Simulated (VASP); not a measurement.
# InPd in VASP: notebook, part 2 of 2

VASP 6.6.1. Earlier steps stand in the parts before.

## 4. Single point, PBE (atoms moved at random)

Input file INCAR:

```
SYSTEM = InPd
PREC     = Accurate       ! precision mode
ENCUT    = 520            ! plane-wave cutoff, eV
EDIFF    = 1E-7           ! SCF threshold, eV
ISMEAR   = -1             ! smearing method
SIGMA    = 0.05           ! smearing width, eV
LREAL    = .FALSE.        ! projectors in reciprocal space
LASPH    = .TRUE.         ! aspherical terms in the spheres
NELM     = 100            ! most SCF steps
ALGO     = Fast           ! electronic algorithm
ISIF     = 2              ! what is computed and relaxed
LWAVE    = .FALSE.        ! write WAVECAR
LCHARG   = .TRUE.         ! write CHGCAR
GGA      = PE             ! functional
LELF     = .TRUE.         ! ELF
LVHAR    = .TRUE.       
NBANDS   = 18             ! bands
```

Input file KPOINTS:

```
regular mesh
0
G
  8 8 8
  0 0 0
```

Input file POSCAR:

```
InPd
1.0
    0.0000000000      2.7460700000      2.7460700000
    2.7460700000      0.0000000000      2.7460700000
    2.7460700000      2.7460700000      0.0000000000
In Pd
1 1
Direct
   -0.0045800000     -0.0027680000     -0.0080480000
    0.5034030000      0.5010420000      0.5058810000
```

Potentials or basis: VASP PAW PBE potentials, release 64 (In_d, Pd).

Run with:

```
cat potpaw_PBE.64/In_d/POTCAR potpaw_PBE.64/Pd/POTCAR > POTCAR
mpirun -np 1 vasp_std > vasp.out
```

OUTCAR:

```text
SYSTEM = InPd
   PREC = Accurate
   ENCUT = 520
   EDIFF = 1E-7
   ISMEAR = -1
   LREAL = .FALSE.
   LASPH = .TRUE.
   NELM = 100
   ISIF = 2
   GGA = PE

 ion  position               nearest neighbor table
   1  0.995  0.997  0.992-   2 2.69   2 2.70   2 2.71   2 2.78   2 2.80   2 2.81
   2  0.503  0.501  0.506-   1 2.69   1 2.70   1 2.71   1 2.78   1 2.80   1 2.81

  LATTYP: Found a face centered cubic cell.
 ALAT       =     5.4921400000

  Lattice vectors:

 A1 = (   0.0000000000,   2.7460700000,   2.7460700000)
 A2 = (   2.7460700000,   0.0000000000,   2.7460700000)
 A3 = (   2.7460700000,   2.7460700000,   0.0000000000)

Analysis of symmetry for initial positions (statically):
=====================================================================
 Subroutine PRICEL returns:
 Original cell was already a primitive cell.

 Routine SETGRP: Setting up the symmetry group for a
 face centered cubic supercell.

 Subroutine GETGRP returns: Found  1 space group operations
 (whereof  1 operations were pure point group operations)
 out of a pool of 48 trial point group operations.

The static configuration has the point symmetry C_1 .

Analysis of symmetry for dynamics (positions and initial velocities):
=====================================================================
 Subroutine PRICEL returns:
 Original cell was already a primitive cell.

 Routine SETGRP: Setting up the symmetry group for a
 face centered cubic supercell.

 Subroutine GETGRP returns: Found  1 space group operations
 (whereof  1 operations were pure point group operations)
 out of a pool of 48 trial point group operations.

The dynamic configuration has the point symmetry C_1 .

 Subroutine INISYM returns: Found  1 space group operations
 (whereof  1 operations are pure point group operations),
 and found     1 'primitive' translations
[... 103 lines left out ...]
   POTIM  = 0.5000    time-step for ionic-motion
   TEBEG  =    0.0;   TEEND  =   0.0 temperature during run
   PSTRESS=    0.0 pullay stress
   NELECT =      23.0000    total number of electrons
   NUPDOWN=      -1.0000    fix difference up-down
   EMIN   =  10.00;   EMAX   =-10.00  energy-range for DOS
   EFERMI =   0.00;   METHOD = LEGACY
   ISMEAR =    -1;   SIGMA  =   0.05  broadening in eV -4-tet -1-fermi 0-gaus
   EFERMI_NEDOS =   21; number of points for ismear=-14 and -15
   IALGO  =     68    algorithm
   IMIX   =      4    mixing-type and parameters
     AMIX     =   0.40;   BMIX     =  1.00
     AMIX_MAG =   1.60;   BMIX_MAG =  1.00
  volume/ion in A,a.u.               =      20.71       139.74
  Fermi-wavevector in a.u.,A,eV,Ry     =   1.345641  2.542893 24.636741  1.810749
  Thomas-Fermi vector in A             =   2.473537
   LORBIT       =      0    0 simple, 1 ext, 2 COOP (PROOUT), +10 PAW based schemes
   GGA     = PE    functional components
   LHFCALC =     F    Hartree Fock is set to
   AEXX    =    0.0000 exact exchange contribution
   IVDW    =     0    specifies the selected vdW correction
   LEPSILON=     F    determine dielectric tensor
   LRPA    =     F    only Hartree local field effects (RPA)
 non-spin polarized calculation
 RMM-DIIS sequential band-by-band and
  energy-cutoff  :      520.00
  volume of cell :       41.42
 maximum number of plane-waves:      1139
 NGX is ok and might be reduce to    30

 number of electron      23.0000001 magnetization

 Free energy of the ion-electron system (eV)
  ---------------------------------------------------
  ext. energy  EPLUGINS =         0.00000000
  ---------------------------------------------------
  free energy    TOTEN  =        -8.27791258 eV

  energy without entropy =       -8.26813470  energy(sigma->0) =       -8.27302364

 E-fermi :   8.1614     XC(G=0): -11.2018

 val. band max:        8.1306454451   @ k =  -0.3750   0.1250   0.5000
 cond. band min:       8.1899273635   @ k =  -0.3750   0.3750   0.0000
 fundamental gap:      0.0592819184
 Fermi energy:         8.1614408886

 k-point     1 :       0.0000    0.0000    0.0000
  band No.  band energies     occupation
      1      -6.4303      2.00000
      2      -6.4286      2.00000
      3      -6.3345      2.00000
      4      -6.3340      2.00000
      5      -6.3336      2.00000
      6      -0.6211      2.00000
[... 481 lines left out ...]
      5      -6.2811      2.00000
      6       0.3009      2.00000
[... 10 lines left out ...]
     17      19.6237      0.00000
     18      19.8431      0.00000

 [... further k-points ...]
[... 5 lines left out ...]
  --------------------------------------------------------------------------------------
  -------------------------------------------------------------------------------------
  Total        0.1336879      0.1782169      0.0865464     -0.0253470     -0.0166859     -0.0133525
  in kB        5.1717552      6.8943709      3.3480715     -0.9805569     -0.6454974     -0.5165455
  external PRESSURE =       5.1380659 kB  Pullay stress =       0.0000000 kB

 VOLUME and BASIS-vectors are now :
 -----------------------------------------------------------------------------
  energy-cutoff  :      520.00
  volume of cell :       41.42
      direct lattice vectors                 reciprocal lattice vectors
     0.000000000  2.746070000  2.746070000    -0.182078388  0.182078388  0.182078388
     2.746070000  0.000000000  2.746070000     0.182078388 -0.182078388  0.182078388
     2.746070000  2.746070000  0.000000000     0.182078388  0.182078388 -0.182078388

 POSITION                                       TOTAL-FORCE (eV/Angst)
 -----------------------------------------------------------------------------------
      5.46244      5.45746      5.47196         0.226119      0.281649      0.149089
      2.76508      2.77156      2.75828        -0.226119     -0.281649     -0.149089
 -----------------------------------------------------------------------------------
    total drift:                               -0.000019      0.000021      0.000089

  FREE ENERGIE OF THE ION-ELECTRON SYSTEM (eV)
  ---------------------------------------------------
  free  energy   TOTEN  =        -8.2779125780 eV

  energy  without entropy=       -8.2681347012  energy(sigma->0) =       -8.27302364
```

Run time: 2.1 min. Hardware: 1 thread of Intel Xeon 6975P-C (Granite Rapids), shared host; peak memory 0.32 GiB.

What came out:

| Quantity | Value |
| --- | --- |
| Free energy | -8.2779 eV |
| Pressure | 0.5 GPa |
| Largest force | 0.391 eV/Å |

Forces in eV/Å, atoms in the order of the input:
```
In   0.226  0.282  0.149
Pd  -0.226 -0.282 -0.149
```

Caveat: the cell differs from its parent crystal (atoms moved at random); spin-orbit coupling is left out, which moves the levels of the heavy elements.

## 5. Single point, r2SCAN

This run uses another cell than the first one, of 20.71 Å³/atom, 0.962 times its volume.

Input file POSCAR:

```
InPd
1.0
    0.0000000000      2.7460700000      2.7460700000
    2.7460700000      0.0000000000      2.7460700000
    2.7460700000      2.7460700000      0.0000000000
In Pd
1 1
Direct
    0.0000000000      0.0000000000      0.0000000000
    0.5000000000      0.5000000000      0.5000000000
```

Input file INCAR.step1:

```
SYSTEM = InPd
PREC = Accurate ; ENCUT = 520
ISMEAR = -1 ; SIGMA = 0.05
LREAL = .False. ; LASPH = .True.
NELM = 80 ; NBANDS = 18
GGA = PE ; ALGO = Normal
EDIFF = 1E-4 ; LWAVE = .True.
LCHARG = .False.
```

Input file INCAR.step2:

```
SYSTEM = InPd
PREC = Accurate ; ENCUT = 520
EDIFF = 1E-6 ; ISMEAR = -1
SIGMA = 0.05 ; LREAL = .False.
LASPH = .True. ; NELM = 80
ALGO = Normal ; ISIF = 2
LWAVE = .False. ; LCHARG = .False.
METAGGA = R2SCAN ; LMIXTAU = .True.
NBANDS = 18 ; ISTART = 1
```

Input file KPOINTS:

```
regular mesh
0
Gamma
  8 8 8
  0 0 0
```

Run with:

```
cat potpaw_PBE.64/In_d/POTCAR potpaw_PBE.64/Pd/POTCAR > POTCAR
cp INCAR.step1 INCAR
mpirun -np 1 vasp_std > vasp.out
cp INCAR.step2 INCAR
mpirun -np 1 vasp_std > vasp.out
```

It took 56 s on 1 thread of AMD EPYC 9R45 (Zen 5), shared host; peak memory 0.15 GiB.

Results (log left out):

```yaml
Free_energy: -46.1426 eV
Pressure: -2.6 GPa
```

Levels at points of the mesh, in eV from the Fermi level:
| k point | band 8 | band 9 | band 10 | band 11 | band 12 | band 13 | band 14 | band 15 |
| --- | --- | --- | --- | --- | --- | --- | --- | --- |
| (0.00, 0.00, 0.00) | -3.04 | -3.04 | -2.75 | -2.75 | 5.61 | 5.61 | 5.61 | 9.44 |
| (0.50, 0.00, 0.00) | -3.78 | -3.78 | -2.63 | -2.63 | -1.50 | 7.58 | 7.58 | 7.80 |
| (0.50, 0.50, 0.00) | -2.60 | -2.53 | -2.43 | -2.43 | -0.04 | 1.52 | 1.52 | 4.88 |

Caveat: the PAW data sets were made with another functional, which shifts forces and pressure a little; spin-orbit coupling is left out, which moves the levels of the heavy elements.

## 6. Single point, r2SCAN, non-collinear spin, zero start, spin-orbit coupling

This run uses another cell than the first one, of 20.71 Å³/atom, 0.962 times its volume.

POSCAR is that of step 5.

Input file INCAR.step1:

```
SYSTEM = InPd
  ALGO = Normal
  EDIFF = 1E-4
  ENCUT = 520
  GGA = PE
  GGA_COMPAT = .FALSE.
  ISMEAR = -1
  LASPH = .TRUE.
  LCHARG = .FALSE.
  LMAXMIX = 4
  LREAL = .FALSE.
  LSORBIT = .TRUE.
  LWAVE = .TRUE.
  MAGMOM = 0 0 0 0 0 0
  NBANDS = 35
  NELM = 150
  PREC = Accurate
  SIGMA = 0.05
```

Input file INCAR.step2:

```
SYSTEM = InPd
  ALGO = Normal
  EDIFF = 1E-7
  ENCUT = 520
  GGA_COMPAT = .FALSE.
  ISIF = 2
  ISMEAR = -1
  ISTART = 1
  LASPH = .TRUE.
  LCHARG = .FALSE.
  LMAXMIX = 4
  LMIXTAU = .TRUE.
  LORBIT = 11
  LORBMOM = .TRUE.
  LREAL = .FALSE.
  LSORBIT = .TRUE.
  LWAVE = .FALSE.
  MAGMOM = 0 0 0 0 0 0
  METAGGA = R2SCAN
  NBANDS = 35
  NELM = 150
  PREC = Accurate
  SIGMA = 0.05
```

Input file KPOINTS:

```
k-points
0
G
  8 8 8
  0 0 0
```

Potentials or basis: VASP PAW PBE potentials, release 64 (In_d, Pd).

Run with:

```
cat potpaw_PBE.64/In_d/POTCAR potpaw_PBE.64/Pd/POTCAR > POTCAR
cp INCAR.step1 INCAR
mpirun -np 1 vasp_ncl > vasp.out
cp INCAR.step2 INCAR
mpirun -np 1 vasp_ncl > vasp.out
```

It took 6.3 min on 1 thread of AMD EPYC 9R45 (Zen 5), shared host; peak memory 0.33 GiB.

The run converged. Its results:

- Free energy: -46.2060 eV
- Pressure: -2.6 GPa
- Net moment: 0.00 μB per cell
- Valence electrons inside the program's atomic spheres: In 11.45; Pd 9.48

Moments on the atoms (μB; x, y, z):
```
In  0.00 0.00 0.00
Pd  0.00 0.00 0.00
```

Caveat: the PAW data sets were made with another functional, which shifts forces and pressure a little.

## 7. Overview

```csv
level,spin,cell,gap on the mesh (eV),pressure (GPa)
PBE,off,"a = 3.935 Å, angles 60.0°, 2 atoms",none,-2.8
PBE,off,"a = 3.960 Å, angles 60.0°, 2 atoms",none,-4.1
PBE,off,"a = 3.884 Å, angles 60.0°, 2 atoms",none,0.5
r2SCAN,off,"a = 3.884 Å, angles 60.0°, 2 atoms",none,-2.6
r2SCAN,"non-collinear, zero start, SOC","a = 3.884 Å, angles 60.0°, 2 atoms",-,-2.6
```

Some of these runs hold the atoms at other places in the same cell, which the table doesn't show; runs alike in all that it shows share one row.

Alike in all rows: task single point; potentials or basis VASP PAW PBE potentials, release 64 (In_d, Pd); k mesh 8 × 8 × 8; cutoff (eV) 520; smearing fermi-dirac 0.05 eV.

Caveats: spin-orbit coupling is left out, which moves the levels of the heavy elements (some runs); the PAW data sets were made with another functional, which shifts forces and pressure a little (some runs).

Absolute energies hang on the potentials; compare differences alone.
